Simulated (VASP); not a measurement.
Runs of VASP 6.6.1 on Cu. The structure is cubic, space group Fm-3m (No. 225). Conventional cell: a = 3.615 Å, b = 3.615 Å, c = 3.615 Å, α = 90.00°, β = 90.00°, γ = 90.00°. Within 3.4 Å of Cu (site symmetry m-3m) lie 12 Cu at 2.56 Å. 

| smearing | gap on the mesh (eV) | pressure (GPa) |
| --- | --- | --- |
| fermi-dirac 0.025 eV | none | -4.1 |
| fermi-dirac 0.25 eV | none | -4.0 |
| fermi-dirac 0.05 eV | none | -4.3 |
| fermi-dirac 0.1 eV | none | -4.3 |
| fermi-dirac 0.15 eV | none | (a) |

Alike in all rows: task single point; level r2SCAN; potentials or basis VASP PAW PBE potentials, release 64 (Cu); no spin polarisation; cell as given; k mesh 10 × 10 × 10; cutoff (eV) 660.

Q: Estimate the missing entries.

A: (a) -4.2.

Caveats: the cell stands under tension; the PAW data sets were made with another functional, which shifts forces and pressure a little.

A gap of «none» marks levels without a gap at the run's occupations.
